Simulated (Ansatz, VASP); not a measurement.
One calculation of Sr, two programs

The input INCAR:

```
  ALGO = Normal
  EDIFF = 1E-6
  EDIFFG = -0.005
  ENCUT = 600
  GGA = PS
  IBRION = 2
  ISIF = 3
  ISMEAR = 0
  LASPH = True
  LCHARG = False
  LREAL = False
  LWAVE = False
  NELM = 80
  NSW = 100
  PREC = Accurate
  SIGMA = 0.1
```

Contents of KPOINTS:

```
k-points
0
Gamma
  12 12 12
```

Contents of POSCAR:

```
Sr
1.0
   -2.3368660412      2.3368660412      2.3368660412
    2.3368660412     -2.3368660412      2.3368660412
    2.3368660412      2.3368660412     -2.3368660412
Sr
1
Direct
    0.0000000000      0.0000000000      0.0000000000
```

Input for Ansatz:

```yaml
crystal:
  lattice:
    - [-2.3368660412, 2.3368660412, 2.3368660412]
    - [2.3368660412, -2.3368660412, 2.3368660412]
    - [2.3368660412, 2.3368660412, -2.3368660412]
  atoms:
    - { symbol: Sr, position: [0.0, 0.0, 0.0] }
basis:
  ecutwfc: 420
kpoints:
  mp_grid: { grid: [12, 12, 12] }
hamiltonian:
  xc: pbesol
scf:
  occupations: { method: gaussian, width: 0.1 }
output:
  forces: true
  stress: true
  eigenvalues: true
  write_density: true
  write_potential: true
  elf: true
  volumetric_format: npy
relax:
  adjacent_minimum: "off"
  f_tol: 0.005
  max_steps: 80
  cell: { stress_tol: 0.05 }
```

Alike in both runs: task relaxation of cell and atoms; functional PBEsol; k mesh 12 × 12 × 12; occupations gaussian, width 0.1 eV; no spin polarisation.

|  | VASP | Ansatz |
| --- | --- | --- |
| version | VASP 6.6.1 | Ansatz 0.2.0 |
| potentials or method | VASP PAW PBE potentials, release 64 (Sr_sv), cutoff 600 eV | scalar-relativistic, plane waves, PAW |
| valence electrons in the cell | 10 | 10 |

Ansatz gave:

| Item | Value |
| --- | --- |
| gap on the k mesh at the Fermi level, each at its own relaxed structure (eV) | none |
| relaxed volume (Å³/atom) | 51.05 |
| relaxed length of the cell vector where the two differ most in proportion (Å) | 4.048 |

**Question.** Estimate VASP's values.

**Answer.** gap on the k mesh at the Fermi level, each at its own relaxed structure (eV): none; relaxed volume (Å³/atom): 51.00; relaxed length of the cell vector where the two differ most in proportion (Å): 4.046.

VASP's potentials were made for PBE, not for PBEsol. A gap of «none» marks a metal or a gap that the smearing closes.
